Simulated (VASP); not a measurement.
# AlN (Fm-3m) in VASP: notebook

AlN is run at these levels: PBE; tasks: single point, relaxation of the atoms.

All numbers are computed with VASP 6.6.1; they aren't measurements. Logs are shortened: lines on timing, memory, paths and dates and some standing lists are left out, and cuts for length are marked.

## 1. The cell of the first run

The structure is cubic, space group Fm-3m (No. 225). The conventional cell has a = 3.903 Å, b = 3.903 Å, c = 3.903 Å, α = 90.00°, β = 90.00°, γ = 90.00°. Al (site symmetry m-3m) has 6 N at 1.95 Å within 2.6 Å. N (site symmetry m-3m) has 6 Al at 1.95 Å within 2.6 Å.

## 2. Single point, PBE (volume scaled by 0.96, then relaxed in part)

Contents of INCAR:

```
SYSTEM = AlN
ALGO     = Normal         ! electronic algorithm
EDIFF    = 1E-6           ! SCF threshold, eV
ENCUT    = 520            ! plane-wave cutoff, eV
GGA      = PE             ! functional
ISIF     = 2              ! what is computed and relaxed
ISMEAR   = -1             ! smearing method
LASPH    = .TRUE.         ! aspherical terms in the spheres
LCHARG   = .TRUE.         ! write CHGCAR
LELF     = .TRUE.         ! ELF
LREAL    = .FALSE.        ! projectors in reciprocal space
LVHAR    = .TRUE.       
LWAVE    = .FALSE.        ! write WAVECAR
NBANDS   = 11             ! bands
NELM     = 80             ! most SCF steps
PREC     = Accurate       ! precision mode
SIGMA    = 0.02           ! smearing width, eV
```

Contents of KPOINTS:

```
k-points
0
G
  13 13 13
  0 0 0
```

Contents of POSCAR:

```
AlN
1.0
    0.0000000000      1.9512669932      1.9512669932
    1.9512669932      0.0000000000      1.9512669932
    1.9512669932      1.9512669932      0.0000000000
Al N
1 1
Direct
    0.0000000000      0.0000000000      0.0000000000
    0.5000000000      0.5000000000      0.5000000000
```

Potentials or basis: VASP PAW PBE potentials, release 64 (Al, N).

The run is started by

```console
$ cat potpaw_PBE.64/Al/POTCAR potpaw_PBE.64/N/POTCAR > POTCAR
$ mpirun -np 1 vasp_std > vasp.out
```

OUTCAR:

```text
SYSTEM = AlN
   EDIFF = 1E-6
   ENCUT = 520
   GGA = PE
   ISIF = 2
   ISMEAR = -1
   LASPH = .TRUE.
   LREAL = .FALSE.
   NELM = 80
   PREC = Accurate

 ion  position               nearest neighbor table
   1  0.000  0.000  0.000-   2 1.95   2 1.95   2 1.95   2 1.95   2 1.95   2 1.95
   2  0.500  0.500  0.500-   1 1.95   1 1.95   1 1.95   1 1.95   1 1.95   1 1.95

  LATTYP: Found a face centered cubic cell.
 ALAT       =     3.9025339864

  Lattice vectors:

 A1 = (   0.0000000000,   1.9512669932,   1.9512669932)
 A2 = (   1.9512669932,   0.0000000000,   1.9512669932)
 A3 = (   1.9512669932,   1.9512669932,   0.0000000000)

Analysis of symmetry for initial positions (statically):
=====================================================================
 Subroutine PRICEL returns:
 Original cell was already a primitive cell.

 Routine SETGRP: Setting up the symmetry group for a
 face centered cubic supercell.

 Subroutine GETGRP returns: Found 48 space group operations
 (whereof 48 operations were pure point group operations)
 out of a pool of 48 trial point group operations.

The static configuration has the point symmetry O_h .

Analysis of symmetry for dynamics (positions and initial velocities):
=====================================================================
 Subroutine PRICEL returns:
 Original cell was already a primitive cell.

 Routine SETGRP: Setting up the symmetry group for a
 face centered cubic supercell.

 Subroutine GETGRP returns: Found 48 space group operations
 (whereof 48 operations were pure point group operations)
 out of a pool of 48 trial point group operations.

The dynamic configuration has the point symmetry O_h .

 Subroutine INISYM returns: Found 48 space group operations
 (whereof 48 operations are pure point group operations),
 and found     1 'primitive' translations

----------------------------------------------------------------------------------------

                                     Primitive cell

  volume of cell :      14.8587

  direct lattice vectors                    reciprocal lattice vectors
     0.000000000  1.951266993  1.951266993    -0.256243765  0.256243765  0.256243765
     1.951266993  0.000000000  1.951266993     0.256243765 -0.256243765  0.256243765
     1.951266993  1.951266993  0.000000000     0.256243765  0.256243765 -0.256243765

  length of vectors
     2.759508246  2.759508246  2.759508246     0.443827219  0.443827219  0.443827219

  position of ions in fractional coordinates (direct lattice)
     0.000000000  0.000000000  0.000000000
     0.500000000  0.500000000  0.500000000

  ion indices of the primitive-cell ions
   primitive index   ion index
                 1           1
                 2           2

----------------------------------------------------------------------------------------

 KPOINTS: k-points

Automatic generation of k-mesh.
 Grid dimensions read from file:
 generate k-points for:   13   13   13

 Generating k-lattice:

  Cartesian coordinates                     Fractional coordinates (reciprocal lattice)
    -0.019711059  0.019711059  0.019711059     0.076923077  0.000000000  0.000000000
     0.019711059 -0.019711059  0.019711059     0.000000000  0.076923077  0.000000000
     0.019711059  0.019711059 -0.019711059     0.000000000  0.000000000  0.076923077

  Length of vectors
     0.034140555  0.034140555  0.034140555

  Shift w.r.t. Gamma in fractional coordinates (k-lattice)
     0.000000000  0.000000000  0.000000000

 Subroutine IBZKPT returns following result:
 ===========================================

 Found     84 irreducible k-points:

 Following reciprocal coordinates:
            Coordinates               Weight
  0.000000  0.000000  0.000000      1.000000
  0.076923  0.000000  0.000000      8.000000
  0.153846  0.000000  0.000000      8.000000
  0.230769  0.000000  0.000000      8.000000
  0.307692  0.000000  0.000000      8.000000
  0.384615  0.000000  0.000000      8.000000
[... 16 lines left out ...]
  0.384615  0.153846  0.000000     24.000000
  0.461538  0.153846  0.000000     24.000000
 [... further k-points ...]
   k-points           NKPTS =     84   k-points in BZ     NKDIM =     84   number of bands    NBANDS=     11
   number of dos      NEDOS =    301   number of ions     NIONS =      2
   total plane-waves  NPLWV =  13824
   dimension x,y,z NGX =    24 NGY =   24 NGZ =   24
   dimension x,y,z NGXF=    48 NGYF=   48 NGZF=   48
   ions per type =               1   1
   NGX,Y,Z   is equivalent  to a cutoff of  14.46, 14.46, 14.46 a.u.
   NGXF,Y,Z  is equivalent  to a cutoff of  28.92, 28.92, 28.92 a.u.
 SYSTEM =  AlN
   PREC   = accura    normal or accurate (medium, high low for compatibility)
   ISTART =      0    job   : 0-new  1-cont  2-samecut
   ICHARG =      2    charge: 1-file 2-atom 10-const
   ISPIN  =      1    spin polarized calculation?
   LNONCOLLINEAR =      F non collinear calculations
   LSORBIT =      F    spin-orbit coupling
   LASPH  =      T    aspherical Exc in radial PAW
   ENCUT  =  520.0 eV  38.22 Ry    6.18 a.u.   5.13  5.13  5.13*2*pi/ulx,y,z
   NELM   =     80;   NELMIN=  2; NELMDL= -5     # of ELM steps
   EDIFF  = 0.1E-05   stopping-criterion for ELM
   LREAL  =      F    real-space projection
   EDIFFG = 0.1E-04   stopping-criterion for IOM
   NSW    =      0    number of steps for IOM
   IBRION =     -1    ionic relax: 0-MD 1-quasi-New 2-CG
   NFREE  =      0    steps in history (QN), initial steepest desc. (CG)
   ISIF   =      2    stress and relaxation
   ISYM   =      2    0-nonsym 1-usesym 2-fastsym
   POTIM  = 0.5000    time-step for ionic-motion
   TEBEG  =    0.0;   TEEND  =   0.0 temperature during run
   PSTRESS=    0.0 pullay stress
   NELECT =       8.0000    total number of electrons
   NUPDOWN=      -1.0000    fix difference up-down
   EMIN   =  10.00;   EMAX   =-10.00  energy-range for DOS
   EFERMI =   0.00;   METHOD = LEGACY
   ISMEAR =    -1;   SIGMA  =   0.02  broadening in eV -4-tet -1-fermi 0-gaus
   EFERMI_NEDOS =   21; number of points for ismear=-14 and -15
   IALGO  =     38    algorithm
   IMIX   =      4    mixing-type and parameters
     AMIX     =   0.40;   BMIX     =  1.00
     AMIX_MAG =   1.60;   BMIX_MAG =  1.00
  volume/ion in A,a.u.               =       7.43        50.14
  Fermi-wavevector in a.u.,A,eV,Ry     =   1.331818  2.516771 24.133177  1.773739
  Thomas-Fermi vector in A             =   2.460800
   LORBIT       =      0    0 simple, 1 ext, 2 COOP (PROOUT), +10 PAW based schemes
   GGA     = PE    functional components
   LHFCALC =     F    Hartree Fock is set to
   AEXX    =    0.0000 exact exchange contribution
   IVDW    =     0    specifies the selected vdW correction
   LEPSILON=     F    determine dielectric tensor
   LRPA    =     F    only Hartree local field effects (RPA)
 non-spin polarized calculation
  energy-cutoff  :      520.00
  volume of cell :       14.86
 maximum number of plane-waves:       411
 NGX is ok and might be reduce to    24
   NGX = 11   NGY = 11   NGZ = 11

 number of electron       8.0000001 magnetization

 Free energy of the ion-electron system (eV)
  ---------------------------------------------------
  ext. energy  EPLUGINS =         0.00000000
  ---------------------------------------------------
  free energy    TOTEN  =       -14.31801445 eV

  energy without entropy =      -14.31801445  energy(sigma->0) =      -14.31801445

 E-fermi :  11.7595     XC(G=0): -12.7926

 val. band max:       11.4052410452   @ k =   0.0000   0.0000   0.0000
 cond. band min:      16.5628621414   @ k =   0.4615   0.4615   0.0000
 fundamental gap:      5.1576210962
 Fermi energy:        11.7595415043

 k-point     1 :       0.0000    0.0000    0.0000
  band No.  band energies     occupation
      1      -7.1534      2.00000
      2      11.4052      2.00000
      3      11.4052      2.00000
      4      11.4052      2.00000
      5      18.7032      0.00000
      6      23.9092      0.00000
      7      23.9092      0.00000
      8      23.9092      0.00000
      9      29.3471      0.00000
     10      29.9888      0.00000
     11      29.9888      0.00000

 k-point     2 :       0.0769    0.0000    0.0000
  band No.  band energies     occupation
      1      -7.0189      2.00000
      2      10.7675      2.00000
      3      11.3157      2.00000
      4      11.3157      2.00000
      5      19.0665      0.00000
      6      23.2856      0.00000
      7      24.1305      0.00000
      8      24.1305      0.00000
      9      29.0528      0.00000
     10      29.0528      0.00000
     11      30.4959      0.00000

 k-point     3 :       0.1538    0.0000    0.0000
  band No.  band energies     occupation
      1      -6.6218      2.00000
      2       9.2237      2.00000
      3      11.0805      2.00000
      4      11.0805      2.00000
      5      19.5625      0.00000
      6      22.6961      0.00000
      7      24.5858      0.00000
      8      24.5858      0.00000
      9      28.0687      0.00000
     10      28.0687      0.00000
     11      31.0298      0.00000

 k-point     4 :       0.2308    0.0000    0.0000
  band No.  band energies     occupation
      1      -5.9835      2.00000
      2       7.3088      2.00000
      3      10.7759      2.00000
      4      10.7759      2.00000
      5      19.3498      0.00000
      6      23.2758      0.00000
      7      24.6001      0.00000
      8      24.6001      0.00000
      9      28.2529      0.00000
     10      28.2529      0.00000
     11      30.3779      0.00000

 k-point     5 :       0.3077    0.0000    0.0000
  band No.  band energies     occupation
      1      -5.1535      2.00000
      2       5.3647      2.00000
      3      10.4806      2.00000
      4      10.4806      2.00000
      5      18.8439      0.00000
      6      24.0931      0.00000
      7      24.0931      0.00000
      8      24.4516      0.00000
      9      29.6361      0.00000
     10      29.6361      0.00000
     11      29.6594      0.00000
[... 211 lines left out ...]
 k-point    21 :       0.2308    0.1538    0.0000
  band No.  band energies     occupation
      1      -5.9803      2.00000
      2       8.2694      2.00000
      3      10.1629      2.00000
      4      10.1866      2.00000
      5      20.1699      0.00000
      6      20.9244      0.00000
      7      23.9967      0.00000
      8      26.1062      0.00000
      9      26.5722      0.00000
     10      30.8609      0.00000
     11      33.4547      0.00000

 k-point    22 :       0.3077    0.1538    0.0000
  band No.  band energies     occupation
      1      -5.2935      2.00000
      2       6.6517      2.00000
      3       9.7199      2.00000
      4       9.8626      2.00000
      5      19.7324      0.00000
      6      21.8417      0.00000
      7      23.0899      0.00000
      8      25.9991      0.00000
      9      27.8276      0.00000
     10      31.5342      0.00000
     11      33.0494      0.00000

 k-point    23 :       0.3846    0.1538    0.0000
  band No.  band energies     occupation
      1      -4.4553      2.00000
      2       4.9866      2.00000
      3       9.1886      2.00000
      4       9.6725      2.00000
      5      19.4586      0.00000
      6      22.3310      0.00000
      7      23.2548      0.00000
      8      25.4393      0.00000
      9      29.0656      0.00000
     10      32.6933      0.00000
     11      32.9173      0.00000

 k-point    24 :       0.4615    0.1538    0.0000
  band No.  band energies     occupation
      1      -3.6268      2.00000
      2       3.5871      2.00000
      3       8.7179      2.00000
      4       9.6197      2.00000
      5      19.3618      0.00000
      6      21.9629      0.00000
      7      24.6009      0.00000
      8      24.8595      0.00000
      9      30.0320      0.00000
     10      32.5522      0.00000
     11      34.0246      0.00000

 [... further k-points ...]

------------------------ aborting loop because EDIFF is reached ----------------------------------------

  FORCE on cell =-STRESS in cart. coord.  units (eV):
  Direction    XX          YY          ZZ          XY          YZ          ZX
  --------------------------------------------------------------------------------------
  -------------------------------------------------------------------------------------
  Total        3.7608914      3.7608914      3.7608914     -0.0000000      0.0000000      0.0000000
  in kB      405.5284103    405.5284103    405.5284103     -0.0000000      0.0000000      0.0000000
  external PRESSURE =     405.5284103 kB  Pullay stress =       0.0000000 kB

 VOLUME and BASIS-vectors are now :
 -----------------------------------------------------------------------------
  energy-cutoff  :      520.00
  volume of cell :       14.86
      direct lattice vectors                 reciprocal lattice vectors
     0.000000000  1.951266993  1.951266993    -0.256243765  0.256243765  0.256243765
     1.951266993  0.000000000  1.951266993     0.256243765 -0.256243765  0.256243765
     1.951266993  1.951266993  0.000000000     0.256243765  0.256243765 -0.256243765

 POSITION                                       TOTAL-FORCE (eV/Angst)
 -----------------------------------------------------------------------------------
      0.00000      0.00000      0.00000         0.000000     -0.000000      0.000000
      1.95127      1.95127      1.95127        -0.000000      0.000000     -0.000000
 -----------------------------------------------------------------------------------
    total drift:                               -0.000000     -0.000000      0.000000

  FREE ENERGIE OF THE ION-ELECTRON SYSTEM (eV)
  ---------------------------------------------------
  free  energy   TOTEN  =       -14.3180144495 eV

  energy  without entropy=      -14.3180144495  energy(sigma->0) =      -14.31801445
```

Wall time 8.6 s (1 thread of AMD EPYC 9R45 (Zen 5), shared host); peak memory 0.11 GiB.

Results:

```
Free energy            : -14.3180 eV
Pressure               : 40.6 GPa
Band gap on the k mesh : 5.16 eV, indirect (least direct gap 7.30 eV)
```

Caveat: the cell differs from its parent crystal (volume scaled by 0.96, then relaxed in part). A k mesh can miss the band edges.

## 3. Single point, PBE

This run uses another cell than the first one, of 7.74 Å³/atom, 1.042 times its volume.

Contents of INCAR:

```
ALGO = Normal
EDIFF = 1E-6
ENCUT = 520
GGA = PE
ISIF = 2
ISMEAR = -1
LASPH = True
LCHARG = False
LREAL = False
LWAVE = False
NBANDS = 11
NELM = 60
PREC = Accurate
SIGMA = 0.02
```

Contents of KPOINTS:

```
k-points
0
Gamma
  13 13 13
```

Contents of POSCAR:

```
AlN
1.0
    0.0000000000      1.9780000000      1.9780000000
    1.9780000000      0.0000000000      1.9780000000
    1.9780000000      1.9780000000      0.0000000000
Al N
1 1
Direct
    0.0000000000      0.0000000000      0.0000000000
    0.5000000000      0.5000000000      0.5000000000
```

Potentials or basis: VASP PAW PBE potentials, release 64 (Al, N).

The run is started by

```console
$ cat potpaw_PBE.64/Al/POTCAR potpaw_PBE.64/N/POTCAR > POTCAR
$ mpirun -np 1 vasp_std > vasp.out
```

Run time: 8.4 s. Hardware: 1 thread of AMD EPYC 9R45 (Zen 5), shared host; peak memory 0.11 GiB.

The run converged. Its results:

- Free energy: -14.4447 eV
- Pressure: 25.2 GPa
- Band gap on the k mesh: 5.24 eV, indirect (least direct gap 6.66 eV)

Levels at points of the mesh, in eV from the valence-band top:
| k point | band 1 | band 2 | band 3 | band 4 | band 5 | band 6 | band 7 | band 8 |
| --- | --- | --- | --- | --- | --- | --- | --- | --- |
| (0.00, 0.00, 0.00) | -18.16 | 0.00 | 0.00 | 0.00 | 6.66 | 12.38 | 12.38 | 12.38 |

## 4. Relaxation of the atoms, PBE (volume scaled by 0.96)

Contents of INCAR:

```
  PREC = Accurate
  ENCUT = 520
  EDIFF = 1E-6
  ISMEAR = -1
  SIGMA = 0.02
  LREAL = F
  LASPH = T
  NELM = 100
  ALGO = Normal
  ISIF = 2
  LWAVE = F
  LCHARG = F
  GGA = PE
  IBRION = 2
  NSW = 80
  EDIFFG = -0.02
```

Contents of KPOINTS:

```
regular mesh
0
Gamma
  13 13 13
```

Contents of POSCAR:

```
AlN
1.0
    0.0000000000      1.9512669932      1.9512669932
    1.9512669932      0.0000000000      1.9512669932
    1.9512669932      1.9512669932      0.0000000000
Al N
1 1
Direct
    0.0000000000      0.0000000000      0.0000000000
    0.5000000000      0.5000000000      0.5000000000
```

The run is started by

```console
$ cat potpaw_PBE.64/Al/POTCAR potpaw_PBE.64/N/POTCAR > POTCAR
$ mpirun -np 1 vasp_std > vasp.out
```

Run time: 6.5 s. Hardware: 1 thread of AMD EPYC 9R45 (Zen 5), shared host; peak memory 0.11 GiB.

The run converged. Its results:

- Free energy: -14.3180 eV
- Pressure after relaxing: 40.6 GPa
- Band gap on the k mesh: 5.16 eV, indirect (least direct gap 7.30 eV)

Final structure:
```xyz
2
Lattice="0.0000 1.9513 1.9513 1.9513 0.0000 1.9513 1.9513 1.9513 0.0000" Properties=species:S:1:pos:R:3 pbc="T T T"
Al    0.0000    0.0000    0.0000
N     1.9513    1.9513    1.9513
```

Levels at points of the mesh, in eV from the valence-band top:
| k point | band 1 | band 2 | band 3 | band 4 | band 5 | band 6 | band 7 | band 8 |
| --- | --- | --- | --- | --- | --- | --- | --- | --- |
| (0.00, 0.00, 0.00) | -18.56 | 0.00 | 0.00 | 0.00 | 7.30 | 12.50 | 12.50 | 12.50 |

Caveat: the cell differs from its parent crystal (volume scaled by 0.96); the relaxation stopped at its first step, so nothing moved. A k mesh can miss the band edges.

(Continued in part 2 of 2.)
